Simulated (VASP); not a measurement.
A run of VASP 6.6.1 is set up as follows.

Contents of INCAR:

```
PREC = Accurate
ENCUT = 600
EDIFF = 1E-6
ISMEAR = 0
SIGMA = 0.1
LREAL = False
LASPH = True
NELM = 150
ALGO = Normal
ISIF = 3
LWAVE = False
LCHARG = False
ISPIN = 2
MAGMOM = 0.14 0.14 0 0
LORBIT = 11
LMAXMIX = 4
GGA = PE
IBRION = 2
NSW = 100
EDIFFG = -0.05
```

File KPOINTS:

```
Automatic mesh
0
Gamma
  6 6 4
```

The input POSCAR:

```
MoS
1.0
    3.4399428711      0.0000000000      0.0000000000
   -1.7199714355      2.9790779139      0.0000000000
    0.0000000000      0.0000000000      5.3319114501
Mo S
2 2
Direct
    0.0000000000      0.0000000000      0.0000000000
    0.0000000000      0.0000000000      0.5000000000
    0.3333333333      0.6666666667      0.2500000000
    0.6666666667      0.3333333333      0.7500000000
```

Potentials or basis: VASP PAW PBE potentials, release 64 (Mo_sv, S).

The run is started by

```bash
$ cat potpaw_PBE.64/Mo_sv/POTCAR potpaw_PBE.64/S/POTCAR > POTCAR
$ mpirun -np 1 vasp_std > vasp.out
```

(1) What does it give for the space group after relaxing (to 0.05 Å)?

(2) Predict the net moment.

## Answers

(1) P6_3/mmc (No. 194).

(2) 0.00 μB per cell.
